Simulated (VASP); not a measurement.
Ge: electric field gradients with PBE

The system is Ge.

```
Ge
1.0
     4.05019    0.00000    0.00000
    -2.02510    3.50757    0.00000
     0.00000    0.00000    6.68622
Ge
4
Direct
  0.66667 0.33333 0.06290
  0.33333 0.66667 0.56290
  0.66667 0.33333 0.43710
  0.33333 0.66667 0.93710
```

This isn't the form of Ge at room conditions, which is diamond.

```yaml
Program: VASP 6.6.1
Task: electric field gradients
Functional: PBE
Potentials_or_basis: VASP PAW PBE potentials, release 64 (Ge_d)
Cutoff: 520 eV
k_mesh: 11 × 11 × 6
Occupations: fermi-dirac, width 0.05 eV
Spin: no spin polarisation
Dipole_correction: no
Further_INCAR_settings: ALGO = Normal; EDIFF = 1e-08; NBANDS = 36
```

The pressure is 0.2 GPa. The largest force is 0.005 eV/Å, the band gap on the k mesh is zero (filled and empty bands touch) and the largest electric field gradient by atom is Ge +7.2 V/Å².

Forces on the atoms (eV/Å):
```
Ge   0.000  0.000 -0.005
Ge   0.000  0.000 -0.005
Ge   0.000  0.000  0.005
Ge   0.000  0.000  0.005
```

Stress tensor (GPa, compression positive):
```
0.28 0.00 0.00
0.00 0.28 0.00
0.00 0.00 0.18
```

Levels at points of the mesh, in eV from the Fermi level:
```tsv
k point	band 26	band 27	band 28	band 29	band 30	band 31
(0.00, 0.00, 0.00)	-0.37	-0.18	-0.16	0.10	0.10	2.26
(0.00, 0.00, 0.50)	-0.82	-0.82	-0.82	0.56	0.56	3.33
```

Electric field gradients, principal values (V/Å²):
| atom | least | middle | greatest (by size) |
| --- | --- | --- | --- |
| 1 Ge | -3.568 | -3.582 | 7.150 |
| 2 Ge | -3.568 | -3.582 | 7.150 |
| 3 Ge | -3.568 | -3.582 | 7.150 |
| 4 Ge | -3.568 | -3.582 | 7.150 |

It took 2.9 min on 1 thread of Intel(R) Xeon(R) Platinum 8488C (Sapphire Rapids) (shared host), peak memory 0.29 GiB.

Caveat: semilocal functionals underestimate gaps, so a narrow gap can read as zero; without QUAD_EFG the Cq values of the log hold for a quadrupole moment of 1 mb, not for the nuclei.
